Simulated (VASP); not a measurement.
# Pt in VASP: relaxation of the atoms with PBE

Aim: the relaxation of the atoms of Pt with PBE.

Program: VASP 6.6.1. These are calculated values, not measurements. Logs are shortened: lines on timing, memory, paths and dates and some standing lists are left out, and cuts for length are marked.

### 1 The cell of the first run

The cell holds a slab with vacuum, 5 atoms: a = 2.807 Å, b = 2.807 Å, c = 24.169 Å, α = 90.00°, β = 90.00°, γ = 120.00°.

### 2 Relaxation of the atoms, PBE

File INCAR:

```
PREC     = Accurate       # precision mode
ENCUT    = 520            # plane-wave cutoff, eV
EDIFF    = 1E-6           # SCF threshold, eV
ISMEAR   = 0              # smearing method
SIGMA    = 0.1            # smearing width, eV
LREAL    = False          # projectors in reciprocal space
LASPH    = True           # aspherical terms in the spheres
NELM     = 80             # most SCF steps
ALGO     = Normal         # electronic algorithm
ISIF     = 2              # what is computed and relaxed
LWAVE    = False          # write WAVECAR
LCHARG   = False          # write CHGCAR
LDIPOL   = True         
IDIPOL   = 3            
DIPOL    = 0.5 0.5 0.500
GGA      = PE             # functional
IBRION   = 2              # ionic algorithm
NSW      = 80             # ionic steps
EDIFFG   = -0.02          # ionic threshold
```

File KPOINTS:

```
regular mesh
0
Gamma
  12 12 1
```

File POSCAR:

```
Pt
1.0
    2.8072933478      0.0000000000      0.0000000000
   -1.4036466739      2.4311873550      0.0000000000
    0.0000000000      0.0000000000     24.1685816804
Pt
5
Direct
    0.6666666667      0.3333333333      0.3103202372
    0.3333333333      0.6666666667      0.4051601186
    0.0000000000      0.0000000000      0.5000000000
    0.6666666667      0.3333333333      0.5948398814
    0.3333333333      0.6666666667      0.6896797628
```

Potentials or basis: VASP PAW PBE potentials, release 64 (Pt).

The run is started by

```console
$ cat potpaw_PBE.64/Pt/POTCAR > POTCAR
$ mpirun -np 1 vasp_std > vasp.out
```

OUTCAR:

```text
PREC = Accurate
   ENCUT = 520
   EDIFF = 1E-6
   ISMEAR = 0
   LREAL = False
   LASPH = True
   NELM = 80
   ISIF = 2
   GGA = PE
   IBRION = 2
   NSW = 80
   EDIFFG = -0.02

 ion  position               nearest neighbor table
   1  0.667  0.333  0.310-   2 2.81   2 2.81   2 2.81
   2  0.333  0.667  0.405-   1 2.81   3 2.81   1 2.81   3 2.81   3 2.81   1 2.81
   3  0.000  0.000  0.500-   2 2.81   4 2.81   2 2.81   4 2.81   4 2.81   2 2.81
   4  0.667  0.333  0.595-   5 2.81   3 2.81   5 2.81   3 2.81   3 2.81   5 2.81
   5  0.333  0.667  0.690-   4 2.81   4 2.81   4 2.81

  LATTYP: Found a hexagonal cell.
 ALAT       =     2.8072933478
 C/A-ratio  =     8.6092113243

  Lattice vectors:

 A1 = (   2.8072933478,   0.0000000000,   0.0000000000)
 A2 = (  -1.4036466739,   2.4311873550,   0.0000000000)
 A3 = (   0.0000000000,   0.0000000000,  24.1685816804)

Analysis of symmetry for initial positions (statically):
=====================================================================
 Subroutine PRICEL returns:
 Original cell was already a primitive cell.

 Routine SETGRP: Setting up the symmetry group for a
 hexagonal supercell.

 Subroutine GETGRP returns: Found 12 space group operations
 (whereof 12 operations were pure point group operations)
 out of a pool of 24 trial point group operations.

The static configuration has the point symmetry D_3d.

Analysis of symmetry for dynamics (positions and initial velocities):
=====================================================================
 Subroutine PRICEL returns:
 Original cell was already a primitive cell.

 Routine SETGRP: Setting up the symmetry group for a
 hexagonal supercell.

 Subroutine GETGRP returns: Found 12 space group operations
 (whereof 12 operations were pure point group operations)
 out of a pool of 24 trial point group operations.

The dynamic configuration has the point symmetry D_3d.

 Subroutine INISYM returns: Found 12 space group operations
 (whereof 12 operations are pure point group operations),
 and found     1 'primitive' translations

----------------------------------------------------------------------------------------

                                     Primitive cell

  volume of cell :     164.9519

  direct lattice vectors                    reciprocal lattice vectors
     2.807293348  0.000000000  0.000000000     0.356215000  0.205660826  0.000000000
    -1.403646674  2.431187355  0.000000000     0.000000000  0.411321652  0.000000000
     0.000000000  0.000000000 24.168581680     0.000000000  0.000000000  0.041376032

  length of vectors
     2.807293348  2.807293348 24.168581680     0.411321652  0.411321652  0.041376032

  position of ions in fractional coordinates (direct lattice)
     0.666666667  0.333333333  0.310320237
     0.333333333  0.666666667  0.405160119
     0.000000000  0.000000000  0.500000000
     0.666666667  0.333333333  0.594839881
     0.333333333  0.666666667  0.689679763

  ion indices of the primitive-cell ions
   primitive index   ion index
                 1           1
                 2           2
                 3           3
                 4           4
                 5           5

----------------------------------------------------------------------------------------

 KPOINTS: regular mesh

Automatic generation of k-mesh.
 Grid dimensions read from file:
 generate k-points for:   12   12    1

 Generating k-lattice:

  Cartesian coordinates                     Fractional coordinates (reciprocal lattice)
     0.029684583  0.017138402  0.000000000     0.083333333 -0.000000000  0.000000000
     0.000000000  0.034276804  0.000000000     0.000000000  0.083333333  0.000000000
     0.000000000  0.000000000  0.041376032     0.000000000  0.000000000  1.000000000

  Length of vectors
     0.034276804  0.034276804  0.041376032

  Shift w.r.t. Gamma in fractional coordinates (k-lattice)
     0.000000000  0.000000000  0.000000000

 Subroutine IBZKPT returns following result:
 ===========================================

 Found     19 irreducible k-points:

 Following reciprocal coordinates:
            Coordinates               Weight
  0.000000  0.000000  0.000000      1.000000
  0.083333  0.000000  0.000000      6.000000
  0.166667  0.000000  0.000000      6.000000
  0.250000  0.000000  0.000000      6.000000
  0.333333  0.000000  0.000000      6.000000
  0.416667  0.000000  0.000000      6.000000
[... 11 lines left out ...]
  0.333333  0.250000  0.000000     12.000000
  0.333333  0.333333  0.000000      2.000000
   k-points           NKPTS =     19   k-points in BZ     NKDIM =     19   number of bands    NBANDS=     30
   number of dos      NEDOS =    301   number of ions     NIONS =      5
   total plane-waves  NPLWV = 103680
   dimension x,y,z NGX =    24 NGY =   24 NGZ =  180
   dimension x,y,z NGXF=    48 NGYF=   48 NGZF=  360
   ions per type =               5
   NGX,Y,Z   is equivalent  to a cutoff of  14.21, 14.21, 12.38 a.u.
   NGXF,Y,Z  is equivalent  to a cutoff of  28.43, 28.43, 24.76 a.u.
 SYSTEM =  unknown system
   PREC   = accura    normal or accurate (medium, high low for compatibility)
   ISTART =      0    job   : 0-new  1-cont  2-samecut
   ICHARG =      2    charge: 1-file 2-atom 10-const
   ISPIN  =      1    spin polarized calculation?
   LNONCOLLINEAR =      F non collinear calculations
   LSORBIT =      F    spin-orbit coupling
   LASPH  =      T    aspherical Exc in radial PAW
   ENCUT  =  520.0 eV  38.22 Ry    6.18 a.u.   5.22  5.22 44.94*2*pi/ulx,y,z
   NELM   =     80;   NELMIN=  2; NELMDL= -5     # of ELM steps
   EDIFF  = 0.1E-05   stopping-criterion for ELM
   LREAL  =      F    real-space projection
   EDIFFG = -.2E-01   stopping-criterion for IOM
   NSW    =     80    number of steps for IOM
   IBRION =      2    ionic relax: 0-MD 1-quasi-New 2-CG
   NFREE  =      1    steps in history (QN), initial steepest desc. (CG)
   ISIF   =      2    stress and relaxation
   ISYM   =      2    0-nonsym 1-usesym 2-fastsym
   POTIM  = 0.5000    time-step for ionic-motion
   TEBEG  =    0.0;   TEEND  =   0.0 temperature during run
   PSTRESS=    0.0 pullay stress
   NELECT =      50.0000    total number of electrons
   NUPDOWN=      -1.0000    fix difference up-down
   EMIN   =  10.00;   EMAX   =-10.00  energy-range for DOS
   EFERMI =   0.00;   METHOD = LEGACY
   ISMEAR =     0;   SIGMA  =   0.10  broadening in eV -4-tet -1-fermi 0-gaus
   EFERMI_NEDOS =   21; number of points for ismear=-14 and -15
   IALGO  =     38    algorithm
   IMIX   =      4    mixing-type and parameters
     AMIX     =   0.40;   BMIX     =  1.00
     AMIX_MAG =   1.60;   BMIX_MAG =  1.00
  volume/ion in A,a.u.               =      32.99       222.63
  Fermi-wavevector in a.u.,A,eV,Ry     =   1.099712  2.078155 16.454435  1.209367
  Thomas-Fermi vector in A             =   2.236111
   LORBIT       =      0    0 simple, 1 ext, 2 COOP (PROOUT), +10 PAW based schemes
   GGA     = PE    functional components
   LHFCALC =     F    Hartree Fock is set to
   AEXX    =    0.0000 exact exchange contribution
   IVDW    =     0    specifies the selected vdW correction
   LEPSILON=     F    determine dielectric tensor
   LRPA    =     F    only Hartree local field effects (RPA)
 conjugate gradient relaxation of ions
 non-spin polarized calculation
 Gauss-broadening in eV      SIGMA  =   0.10
  energy-cutoff  :      520.00
  volume of cell :      164.95
 maximum number of plane-waves:      4479
 NGX is ok and might be reduce to    24
   NGX = 11   NGY = 11   NGZ = 89

--------------------------------------- Ionic step        1  -------------------------------------------

 number of electron      49.9999995 magnetization

 Free energy of the ion-electron system (eV)
  ---------------------------------------------------
  ext. energy  EPLUGINS =         0.00000000
  ---------------------------------------------------
  free energy    TOTEN  =       -29.24898485 eV

  energy without entropy =      -29.19226440  energy(sigma->0) =      -29.22062463

------------------------ aborting loop because EDIFF is reached ----------------------------------------

  FORCE on cell =-STRESS in cart. coord.  units (eV):
  Direction    XX          YY          ZZ          XY          YZ          ZX
  --------------------------------------------------------------------------------------
  -------------------------------------------------------------------------------------
  Total       -4.3475948     -4.3475948     -0.3883351      0.0000000      0.0000000      0.0000000
  in kB      -42.2281696    -42.2281696     -3.7718973      0.0000000      0.0000000      0.0000000
  external PRESSURE =     -29.4094122 kB  Pullay stress =       0.0000000 kB
[... 176 lines left out ...]
  FREE ENERGIE OF THE ION-ELECTRON SYSTEM (eV)
  ---------------------------------------------------
  free  energy   TOTEN  =       -29.2550900629 eV

  energy  without entropy=      -29.1996425704  energy(sigma->0) =      -29.22736632

 dipolmoment           0.000000      0.000000      0.000000 electrons x Angstroem

--------------------------------------- Ionic step        6  -------------------------------------------

 number of electron      49.9999995 magnetization

 dipolmoment           0.000000      0.000000     -0.000000 electrons x Angstroem

 Free energy of the ion-electron system (eV)
  ---------------------------------------------------
  ext. energy  EPLUGINS =         0.00000000
  ---------------------------------------------------
  free energy    TOTEN  =       -29.25540535 eV

  energy without entropy =      -29.20061950  energy(sigma->0) =      -29.22801242

 E-fermi :   1.9895     XC(G=0):  -7.0028

 val. band max:        1.9838276572   @ k =   0.4167   0.1667   0.0000
 cond. band min:       1.9901562496   @ k =   0.5000   0.0000   0.0000
 fundamental gap:      0.0063285923
 Fermi energy:         1.9894820878

 k-point     1 :       0.0000    0.0000    0.0000
  band No.  band energies     occupation
      1      -7.5428      2.00000
      2      -6.4885      2.00000
      3      -5.4500      2.00000
      4      -4.8135      2.00000
      5      -4.7557      2.00000
      6      -1.7269      2.00000
[... 616 lines left out ...]
     29       7.3382      0.00000
     30       7.3382      0.00000

------------------------ aborting loop because EDIFF is reached ----------------------------------------

 vacuum level on the upper side and lower side of the slab       (xc-potential included)        -0.006        -0.006

  FORCE on cell =-STRESS in cart. coord.  units (eV):
  Direction    XX          YY          ZZ          XY          YZ          ZX
  --------------------------------------------------------------------------------------
  -------------------------------------------------------------------------------------
  Total       -3.9453956     -3.9453956      0.0586206     -0.0000000      0.0000000     -0.0000000
  in kB      -38.3216106    -38.3216106      0.5693812     -0.0000000      0.0000000     -0.0000000
  external PRESSURE =     -25.3579467 kB  Pullay stress =       0.0000000 kB

 VOLUME and BASIS-vectors are now :
 -----------------------------------------------------------------------------
  energy-cutoff  :      520.00
  volume of cell :      164.95
      direct lattice vectors                 reciprocal lattice vectors
     2.807293348  0.000000000  0.000000000     0.356215000  0.205660826  0.000000000
    -1.403646674  2.431187355  0.000000000     0.000000000  0.411321652  0.000000000
     0.000000000  0.000000000 24.168581680     0.000000000  0.000000000  0.041376032
[... 11 lines left out ...]
  FREE ENERGIE OF THE ION-ELECTRON SYSTEM (eV)
  ---------------------------------------------------
  free  energy   TOTEN  =       -29.2554053484 eV

  energy  without entropy=      -29.2006194982  energy(sigma->0) =      -29.22801242

 reached required accuracy - stopping structural energy minimisation

 vacuum level on the upper side and lower side of the slab         7.666         7.666
```

Wall time 9.7 min (1 thread of Oxide Virtual Turin-like, shared host); peak memory 0.31 GiB.

Results:

- Free energy: -29.2554 eV
- Energy gained by relaxing: 1.3 meV/atom
- Ionic steps: 6
- Largest force after relaxing: 0.011 eV/Å
- Band gap on the k mesh: zero (bands 25 and 26 overlap by 1.45 eV)

Forces in eV/Å, atoms in the order of the input:
```
Pt   0.000  0.000 -0.011
Pt   0.000  0.000 -0.007
Pt   0.000  0.000  0.000
Pt   0.000  0.000  0.007
Pt   0.000  0.000  0.011
```

The path:
| step | energy change (eV) | largest force (eV/Å) | pressure (GPa) |
| --- | --- | --- | --- |
| 1 | 0.0000 | 0.2542 | -2.94 |
| 2 | -0.0046 | 0.0914 | -3.02 |
| 3 | -0.0051 | 0.0511 | -3.05 |
| 4 | -0.0054 | 0.0444 | -3.00 |
| 5 | -0.0061 | 0.0256 | -2.85 |
| 6 | -0.0064 | 0.0109 | -2.54 |

Final structure:
```
Pt
1.0
     2.80729    0.00000    0.00000
    -1.40365    2.43119    0.00000
     0.00000    0.00000   24.16858
Pt
5
Direct
  0.66667 0.33333 0.31110
  0.33333 0.66667 0.40653
  0.00000 0.00000 0.50000
  0.66667 0.33333 0.59347
  0.33333 0.66667 0.68890
```

Caveat: spin-orbit coupling is left out, which moves the levels of the heavy elements.
